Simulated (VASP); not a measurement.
Crystal: TiO2.

```xyz
6
Lattice="4.5998 0.0000 0.0000 0.0000 4.5998 0.0000 0.0000 0.0000 2.9592" Properties=species:S:1:pos:R:3 pbc="T T T"
Ti    0.0000    0.0000    1.4796
Ti    2.2999    2.2999    0.0000
O     1.3998    1.3998    1.4796
O     0.9001    3.6997    0.0000
O     3.6997    0.9001    0.0000
O     3.2000    3.2000    1.4796
```

- Program: VASP 6.6.1
- Task: relaxation of cell and atoms
- Functional: PBEsol
- Potentials or basis: VASP PAW PBE potentials, release 64 (Ti_sv, O)
- Cutoff: 600 eV
- k mesh: 6 × 6 × 9
- Occupations: fermi-dirac, width 0.05 eV
- Spin: no spin polarisation
- Hubbard terms: Ti d U = 4.0 eV

At the start: pressure 5.2 GPa; volume 10.44 Å³/atom.

**Question.** Where does the relaxation end?

**Answer.** Over 6 steps the energy falls by 4.0 meV/atom and the volume is 10.65 Å³/atom (+2.0 %); space group P4_2/mnm (No. 136, to 0.1 Å) before and after.

Step by step:
| step | energy change (eV) | largest force (eV/Å) | pressure (GPa) | volume (Å³) |
| --- | --- | --- | --- | --- |
| 1 | 0.0000 | 0.0684 | 5.21 | 62.61 |
| 2 | 0.0188 | 0.2248 | -6.62 | 65.74 |
| 3 | -0.0229 | 0.0686 | -0.09 | 63.92 |
| 4 | -0.0229 | 0.0663 | -0.05 | 63.89 |
| 5 | -0.0237 | 0.0114 | 0.03 | 63.89 |
| 6 | -0.0237 | 0.0044 | 0.04 | 63.89 |

Final structure:
```cif
data_structure
_symmetry_space_group_name_H-M 'P 1'
_symmetry_Int_Tables_number 1
_cell_length_a 4.6193
_cell_length_b 4.6193
_cell_length_c 2.9941
_cell_angle_alpha 90.000
_cell_angle_beta 90.000
_cell_angle_gamma 90.000
_cell_volume 63.89
loop_
_atom_site_label
_atom_site_type_symbol
_atom_site_fract_x
_atom_site_fract_y
_atom_site_fract_z
_atom_site_occupancy
Ti1 Ti 0.00000 0.00000 0.50000 1
Ti2 Ti 0.50000 0.50000 0.00000 1
O1 O 0.30466 0.30466 0.50000 1
O2 O 0.19534 0.80466 0.00000 1
O3 O 0.80466 0.19534 0.00000 1
O4 O 0.69534 0.69534 0.50000 1
```

Caveat: the PAW data sets were made with another functional, which shifts forces and pressure a little.
